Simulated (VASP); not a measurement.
# F (C2/m) in VASP: further runs

Runs on F. Level: PBEsol. Tasks: single point.

Program: VASP 6.6.1. These are calculated values, not measurements. Logs are shortened: lines on timing, memory, paths and dates and some standing lists are left out, and cuts for length are marked.

## (1) The cell of the first run

The structure is monoclinic, space group C2/m (No. 12). The conventional cell has a = 6.389 Å, b = 3.661 Å, c = 7.712 Å, α = 90.00°, β = 112.50°, γ = 90.00°. F (site symmetry m) has 1 F at 1.40 Å within 1.9 Å. Within 1.9 Å of F (site symmetry m) lie 1 F at 1.44 Å.

## (2) Single point, PBEsol

The input, INCAR:

```
SYSTEM = F
PREC = Accurate
ENCUT = 520
EDIFF = 1E-7
ISMEAR = 0
SIGMA = 0.05
LREAL = .False.
LASPH = .True.
NELM = 80
ALGO = Normal
ISIF = 2
LWAVE = .False.
LCHARG = .False.
GGA = PS
NBANDS = 22
```

The input, KPOINTS:

```
Automatic mesh
0
Gamma
  4 4 2
  0 0 0
```

The input, POSCAR:

```
F
1.0
    3.1849756493     -1.8305146634     -0.2456527984
    3.1849756493      1.8305146634     -0.2456527984
   -2.3948583866      0.0000000000      7.3307098205
F
4
Direct
    0.0848459664      0.0848459664      0.0900077731
    0.9151540336      0.9151540336      0.9099922269
    0.5015719855      0.5015719855      0.5937195244
    0.4984280145      0.4984280145      0.4062804756
```

Potentials or basis: VASP PAW PBE potentials, release 64 (F).

The run is started by

```
$ cat potpaw_PBE.64/F/POTCAR > POTCAR
$ mpirun -np 1 vasp_std > vasp.out
```

OUTCAR:

```text
SYSTEM = F
   PREC = Accurate
   ENCUT = 520
   EDIFF = 1E-7
   ISMEAR = 0
   LREAL = .False.
   LASPH = .True.
   NELM = 80
   ISIF = 2
   GGA = PS

 ion  position               nearest neighbor table
   1  0.085  0.085  0.090-   2 1.40
   2  0.915  0.915  0.910-   1 1.40
   3  0.502  0.502  0.594-   4 1.44
   4  0.498  0.498  0.406-   3 1.44

  LATTYP: Found a base centered monoclinic cell.
 ALAT       =     6.3888700672
 B/A-ratio  =     0.5730323654
 C/A-ratio  =     1.2070962569
 COS(beta)  =    -0.3827161857

  Lattice vectors:

 A1 = (   3.1849756493,  -1.8305146634,  -0.2456527984)
 A2 = (   3.1849756493,   1.8305146634,  -0.2456527984)
 A3 = (  -2.3948583866,   0.0000000000,   7.3307098205)

Analysis of symmetry for initial positions (statically):
=====================================================================
 Subroutine PRICEL returns:
 Original cell was already a primitive cell.

 Routine SETGRP: Setting up the symmetry group for a
 base centered monoclinic supercell.

 Subroutine GETGRP returns: Found  4 space group operations
 (whereof  4 operations were pure point group operations)
 out of a pool of  4 trial point group operations.

The static configuration has the point symmetry C_2h.

Analysis of symmetry for dynamics (positions and initial velocities):
=====================================================================
 Subroutine PRICEL returns:
 Original cell was already a primitive cell.

 Routine SETGRP: Setting up the symmetry group for a
 base centered monoclinic supercell.

 Subroutine GETGRP returns: Found  4 space group operations
 (whereof  4 operations were pure point group operations)
 out of a pool of  4 trial point group operations.

The dynamic configuration has the point symmetry C_2h.

 Subroutine INISYM returns: Found  4 space group operations
 (whereof  4 operations are pure point group operations),
 and found     1 'primitive' translations

----------------------------------------------------------------------------------------

                                     Primitive cell

  volume of cell :      83.3244

  direct lattice vectors                    reciprocal lattice vectors
     3.184975649 -1.830514663 -0.245652798     0.161044926 -0.273147225  0.052611521
     3.184975649  1.830514663 -0.245652798     0.161044926  0.273147225  0.052611521
    -2.394858387  0.000000000  7.330709821     0.010793262  0.000000000  0.139938472

  length of vectors
     3.681738600  3.681738600  7.711981144     0.321423158  0.321423158  0.140354090

  position of ions in fractional coordinates (direct lattice)
     0.084845966  0.084845966  0.090007773
     0.915154034  0.915154034  0.909992227
     0.501571985  0.501571985  0.593719524
     0.498428014  0.498428014  0.406280476

  ion indices of the primitive-cell ions
   primitive index   ion index
                 1           1
                 2           2
                 3           3
                 4           4

----------------------------------------------------------------------------------------

 KPOINTS: Automatic mesh

Automatic generation of k-mesh.
 Grid dimensions read from file:
 generate k-points for:    4    4    2

 Generating k-lattice:

  Cartesian coordinates                     Fractional coordinates (reciprocal lattice)
     0.040261231 -0.068286806  0.013152880     0.250000000 -0.000000000  0.000000000
     0.040261231  0.068286806  0.013152880    -0.000000000  0.250000000  0.000000000
     0.005396631  0.000000000  0.069969236     0.000000000  0.000000000  0.500000000

  Length of vectors
     0.080355790  0.080355790  0.070177045

  Shift w.r.t. Gamma in fractional coordinates (k-lattice)
     0.000000000  0.000000000  0.000000000

 Subroutine IBZKPT returns following result:
 ===========================================

 Found     14 irreducible k-points:

 Following reciprocal coordinates:
            Coordinates               Weight
  0.000000  0.000000  0.000000      1.000000
  0.250000  0.000000  0.000000      4.000000
  0.500000  0.000000  0.000000      2.000000
  0.250000  0.250000  0.000000      2.000000
  0.500000  0.250000  0.000000      4.000000
 -0.250000  0.250000  0.000000      2.000000
  0.500000  0.500000  0.000000      1.000000
 -0.000000 -0.000000  0.500000      1.000000
  0.250000 -0.000000  0.500000      4.000000
  0.500000  0.000000  0.500000      2.000000
  0.250000  0.250000  0.500000      2.000000
  0.500000  0.250000  0.500000      4.000000
 -0.250000  0.250000  0.500000      2.000000
  0.500000  0.500000  0.500000      1.000000
   k-points           NKPTS =     14   k-points in BZ     NKDIM =     14   number of bands    NBANDS=     22
   number of dos      NEDOS =    301   number of ions     NIONS =      4
   total plane-waves  NPLWV =  47040
   dimension x,y,z NGX =    28 NGY =   28 NGZ =   60
   dimension x,y,z NGXF=    56 NGYF=   56 NGZF=  120
   ions per type =               4
   NGX,Y,Z   is equivalent  to a cutoff of  12.64, 12.64, 12.93 a.u.
   NGXF,Y,Z  is equivalent  to a cutoff of  25.29, 25.29, 25.87 a.u.
 SYSTEM =  F
   PREC   = accura    normal or accurate (medium, high low for compatibility)
   ISTART =      0    job   : 0-new  1-cont  2-samecut
   ICHARG =      2    charge: 1-file 2-atom 10-const
   ISPIN  =      1    spin polarized calculation?
   LNONCOLLINEAR =      F non collinear calculations
   LSORBIT =      F    spin-orbit coupling
   LASPH  =      T    aspherical Exc in radial PAW
   ENCUT  =  520.0 eV  38.22 Ry    6.18 a.u.   6.85  6.85 14.34*2*pi/ulx,y,z
   NELM   =     80;   NELMIN=  2; NELMDL= -5     # of ELM steps
   EDIFF  = 0.1E-06   stopping-criterion for ELM
   LREAL  =      F    real-space projection
   EDIFFG = 0.1E-05   stopping-criterion for IOM
   NSW    =      0    number of steps for IOM
   IBRION =     -1    ionic relax: 0-MD 1-quasi-New 2-CG
   NFREE  =      0    steps in history (QN), initial steepest desc. (CG)
   ISIF   =      2    stress and relaxation
   ISYM   =      2    0-nonsym 1-usesym 2-fastsym
   POTIM  = 0.5000    time-step for ionic-motion
   TEBEG  =    0.0;   TEEND  =   0.0 temperature during run
   PSTRESS=    0.0 pullay stress
   NELECT =      28.0000    total number of electrons
   NUPDOWN=      -1.0000    fix difference up-down
   EMIN   =  10.00;   EMAX   =-10.00  energy-range for DOS
   EFERMI =   0.00;   METHOD = LEGACY
   ISMEAR =     0;   SIGMA  =   0.05  broadening in eV -4-tet -1-fermi 0-gaus
   EFERMI_NEDOS =   21; number of points for ismear=-14 and -15
   IALGO  =     38    algorithm
   IMIX   =      4    mixing-type and parameters
     AMIX     =   0.40;   BMIX     =  1.00
     AMIX_MAG =   1.60;   BMIX_MAG =  1.00
  volume/ion in A,a.u.               =      20.83       140.58
  Fermi-wavevector in a.u.,A,eV,Ry     =   1.138160  2.150811 17.625108  1.295409
  Thomas-Fermi vector in A             =   2.274865
   LORBIT       =      0    0 simple, 1 ext, 2 COOP (PROOUT), +10 PAW based schemes
   GGA     = PS    functional components
   LHFCALC =     F    Hartree Fock is set to
   AEXX    =    0.0000 exact exchange contribution
   IVDW    =     0    specifies the selected vdW correction
   LEPSILON=     F    determine dielectric tensor
   LRPA    =     F    only Hartree local field effects (RPA)
 non-spin polarized calculation
 Gauss-broadening in eV      SIGMA  =   0.05
  energy-cutoff  :      520.00
  volume of cell :       83.32
 maximum number of plane-waves:      2272
   NGX = 13   NGY = 13   NGZ = 29

 number of electron      27.9999987 magnetization

 Free energy of the ion-electron system (eV)
  ---------------------------------------------------
  ext. energy  EPLUGINS =         0.00000000
  ---------------------------------------------------
  free energy    TOTEN  =        -7.77909739 eV

  energy without entropy =       -7.77909739  energy(sigma->0) =       -7.77909739

 E-fermi :  -5.8024     XC(G=0):  -6.4312

 val. band max:       -6.1088279907   @ k =   0.5000   0.5000   0.0000
 cond. band min:      -3.4041616402   @ k =   0.0000   0.0000   0.0000
 fundamental gap:      2.7046663505
 Fermi energy:        -5.8024067331

 k-point     1 :       0.0000    0.0000    0.0000
  band No.  band energies     occupation
      1     -31.1118      2.00000
      2     -30.6119      2.00000
      3     -24.6855      2.00000
      4     -24.3254      2.00000
      5     -12.5992      2.00000
      6     -12.1190      2.00000
[... 14 lines left out ...]
     21      12.6433      0.00000
     22      13.4957      0.00000

 k-point     2 :       0.2500    0.0000    0.0000
  band No.  band energies     occupation
      1     -31.0988      2.00000
      2     -30.6001      2.00000
      3     -24.6677      2.00000
      4     -24.3315      2.00000
      5     -12.5307      2.00000
      6     -12.1778      2.00000
[... 14 lines left out ...]
     21      10.5929      0.00000
     22      12.1384      0.00000

 k-point     3 :       0.5000    0.0000    0.0000
  band No.  band energies     occupation
      1     -31.0858      2.00000
      2     -30.5880      2.00000
      3     -24.6492      2.00000
      4     -24.3382      2.00000
      5     -12.4144      2.00000
      6     -12.2834      2.00000
[... 14 lines left out ...]
     21       9.4598      0.00000
     22       9.6394      0.00000

 k-point     4 :       0.2500    0.2500    0.0000
  band No.  band energies     occupation
      1     -31.0968      2.00000
      2     -30.5994      2.00000
      3     -24.6634      2.00000
      4     -24.3465      2.00000
      5     -12.4756      2.00000
      6     -12.2528      2.00000
[... 14 lines left out ...]
     21      10.5309      0.00000
     22      11.4307      0.00000

 k-point     5 :       0.5000    0.2500    0.0000
  band No.  band energies     occupation
      1     -31.0843      2.00000
      2     -30.5865      2.00000
      3     -24.6548      2.00000
      4     -24.3426      2.00000
      5     -12.4278      2.00000
      6     -12.2773      2.00000
[... 14 lines left out ...]
     21       9.3152      0.00000
     22      10.3548      0.00000

 k-point     6 :      -0.2500    0.2500    0.0000
  band No.  band energies     occupation
      1     -31.0863      2.00000
      2     -30.5872      2.00000
      3     -24.6591      2.00000
      4     -24.3277      2.00000
      5     -12.4984      2.00000
      6     -12.1876      2.00000
[... 14 lines left out ...]
     21       8.7681      0.00000
     22      10.2029      0.00000

 k-point     7 :       0.5000    0.5000    0.0000
  band No.  band energies     occupation
      1     -31.0828      2.00000
      2     -30.5849      2.00000
      3     -24.6609      2.00000
      4     -24.3471      2.00000
      5     -12.4424      2.00000
      6     -12.2690      2.00000
[... 14 lines left out ...]
     21      10.1519      0.00000
     22      11.1049      0.00000

 k-point     8 :      -0.0000   -0.0000    0.5000
  band No.  band energies     occupation
      1     -31.1105      2.00000
      2     -30.6139      2.00000
      3     -24.6621      2.00000
      4     -24.3498      2.00000
      5     -12.4334      2.00000
      6     -12.2996      2.00000
[... 14 lines left out ...]
     21      13.7424      0.00000
     22      13.8593      0.00000

 k-point     9 :       0.2500   -0.0000    0.5000
  band No.  band energies     occupation
      1     -31.0984      2.00000
      2     -30.6006      2.00000
      3     -24.6608      2.00000
      4     -24.3386      2.00000
      5     -12.4741      2.00000
      6     -12.2347      2.00000
[... 14 lines left out ...]
     21      10.0262      0.00000
     22      10.8699      0.00000

 k-point    10 :       0.5000    0.0000    0.5000
  band No.  band energies     occupation
      1     -31.0863      2.00000
      2     -30.5874      2.00000
      3     -24.6591      2.00000
      4     -24.3280      2.00000
      5     -12.4951      2.00000
      6     -12.1871      2.00000
[... 14 lines left out ...]
     21       9.2554      0.00000
     22      10.6986      0.00000

 k-point    11 :       0.2500    0.2500    0.5000
  band No.  band energies     occupation
      1     -31.0972      2.00000
      2     -30.5988      2.00000
      3     -24.6705      2.00000
      4     -24.3389      2.00000
      5     -12.5199      2.00000
      6     -12.2002      2.00000
[... 14 lines left out ...]
     21      10.5276      0.00000
     22      10.6644      0.00000

 k-point    12 :       0.5000    0.2500    0.5000
  band No.  band energies     occupation
      1     -31.0845      2.00000
      2     -30.5862      2.00000
      3     -24.6589      2.00000
      4     -24.3384      2.00000
      5     -12.4740      2.00000
      6     -12.2320      2.00000
[... 14 lines left out ...]
     21       8.6240      0.00000
     22      10.2366      0.00000

 k-point    13 :      -0.2500    0.2500    0.5000
  band No.  band energies     occupation
      1     -31.0856      2.00000
      2     -30.5880      2.00000
      3     -24.6489      2.00000
      4     -24.3381      2.00000
      5     -12.4137      2.00000
      6     -12.2804      2.00000
[... 14 lines left out ...]
     21       9.8248      0.00000
     22       9.8327      0.00000

 k-point    14 :       0.5000    0.5000    0.5000
  band No.  band energies     occupation
      1     -31.0828      2.00000
      2     -30.5853      2.00000
      3     -24.6586      2.00000
      4     -24.3499      2.00000
      5     -12.4306      2.00000
      6     -12.3006      2.00000
[... 14 lines left out ...]
     21       8.4262      0.00000
     22       8.5584      0.00000

------------------------ aborting loop because EDIFF is reached ----------------------------------------

  FORCE on cell =-STRESS in cart. coord.  units (eV):
  Direction    XX          YY          ZZ          XY          YZ          ZX
  --------------------------------------------------------------------------------------
  -------------------------------------------------------------------------------------
  Total       -0.2075706     -0.2753253     -0.8266499      0.0000000      0.0000000      0.7115015
  in kB       -3.9912075     -5.2940070    -15.8949803      0.0000000      0.0000000     13.6808858
  external PRESSURE =      -8.3933983 kB  Pullay stress =       0.0000000 kB

 VOLUME and BASIS-vectors are now :
 -----------------------------------------------------------------------------
  energy-cutoff  :      520.00
  volume of cell :       83.32
      direct lattice vectors                 reciprocal lattice vectors
     3.184975649 -1.830514663 -0.245652798     0.161044926 -0.273147225  0.052611521
     3.184975649  1.830514663 -0.245652798     0.161044926  0.273147225  0.052611521
    -2.394858387  0.000000000  7.330709821     0.010793262  0.000000000  0.139938472

 POSITION                                       TOTAL-FORCE (eV/Angst)
 -----------------------------------------------------------------------------------
      0.32491      0.00000      0.61814         0.272629      0.000000      0.545922
      3.65018      0.00000      6.22127        -0.272629      0.000000     -0.545922
      1.77311      0.00000      4.10596         0.271707      0.000000     -0.874344
      2.20198      0.00000      2.73344        -0.271707      0.000000      0.874344
 -----------------------------------------------------------------------------------
    total drift:                                0.000000      0.000000     -0.000000

  FREE ENERGIE OF THE ION-ELECTRON SYSTEM (eV)
  ---------------------------------------------------
  free  energy   TOTEN  =        -7.7790973891 eV

  energy  without entropy=       -7.7790973891  energy(sigma->0) =       -7.77909739
```

Wall time 11 s (1 thread of Intel Xeon 6975P-C (Granite Rapids), shared host); peak memory 0.18 GiB.

What came out:

| Item | Value |
| --- | --- |
| Free energy | -7.7791 eV |
| Pressure | -0.8 GPa |
| Largest force | 0.916 eV/Å |
| Band gap on the k mesh | 2.70 eV, indirect (least direct gap 2.75 eV) |

Forces on the atoms (eV/Å):
```
F    0.273  0.000  0.546
F   -0.273  0.000 -0.546
F    0.272  0.000 -0.874
F   -0.272  0.000  0.874
```

Stress tensor (GPa, compression positive):
```
-0.40  0.00  1.37
 0.00 -0.53  0.00
 1.37  0.00 -1.59
```

Caveat: the k points lie up to 0.50 Å⁻¹ apart; the PAW data sets were made with another functional, which shifts forces and pressure a little. A k mesh can miss the band edges.

[end of part 1 of 2]
